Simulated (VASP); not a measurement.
# Zr2BiN2: single point with PBE

Crystal: Zr2BiN2.

```
Zr Bi N
1.0
     4.51212    0.00000    0.00000
    -2.25606    3.90761    0.00000
     0.00000    0.00000    5.87431
Zr Bi N
2 1 2
Direct
  0.66667 0.33333 0.00000
  0.00000 0.00000 0.00000
  0.00000 0.00000 0.50000
  0.33333 0.66667 0.11090
  0.33333 0.66667 0.88910
```

```json
{
  "Program": "VASP 6.6.1",
  "Task": "single point",
  "Functional": "PBE",
  "Potentials or basis": "VASP PAW PBE potentials, release 64 (Zr_sv, Bi_d, N)",
  "Cutoff": "520 eV",
  "k mesh": "6 × 6 × 2",
  "Occupations": "gaussian, width 0.1 eV",
  "Spin": "no spin polarisation"
}
```

```yaml
Pressure: 0.3 GPa
Largest_force: 0.178 eV/Å
```

Forces in eV/Å, atoms in the order of the input:
```
Zr   0.000  0.000  0.000
Zr   0.000  0.000  0.000
Bi   0.000  0.000  0.000
N    0.000  0.000  0.178
N    0.000  0.000 -0.178
```

Levels at points of the mesh, in eV from the Fermi level:
| k point | band 21 | band 22 | band 23 | band 24 | band 25 | band 26 | band 27 | band 28 | band 29 | band 30 |
| --- | --- | --- | --- | --- | --- | --- | --- | --- | --- | --- |
| (0.00, 0.00, 0.00) | -0.88 | -0.88 | -0.68 | -0.68 | -0.44 | 0.49 | 0.49 | 1.24 | 1.63 | 1.63 |
| (0.50, 0.00, 0.00) | -2.23 | -2.06 | -1.35 | -0.50 | -0.14 | 0.59 | 1.25 | 1.51 | 2.33 | 2.35 |
| (0.00, 0.00, 0.50) | -1.50 | -1.50 | -0.86 | -0.86 | -0.39 | 1.22 | 1.22 | 2.28 | 2.34 | 2.34 |
| (0.50, 0.00, 0.50) | -2.77 | -2.45 | -1.54 | -0.38 | -0.13 | 0.96 | 1.08 | 1.29 | 1.60 | 2.45 |

It took 38 s on 1 thread of Intel(R) Xeon(R) 6975P-C (Granite Rapids) (shared host), peak memory 0.25 GiB.

Caveat: the k points lie up to 0.53 Å⁻¹ apart; spin-orbit coupling is left out, which moves the levels of the heavy elements.
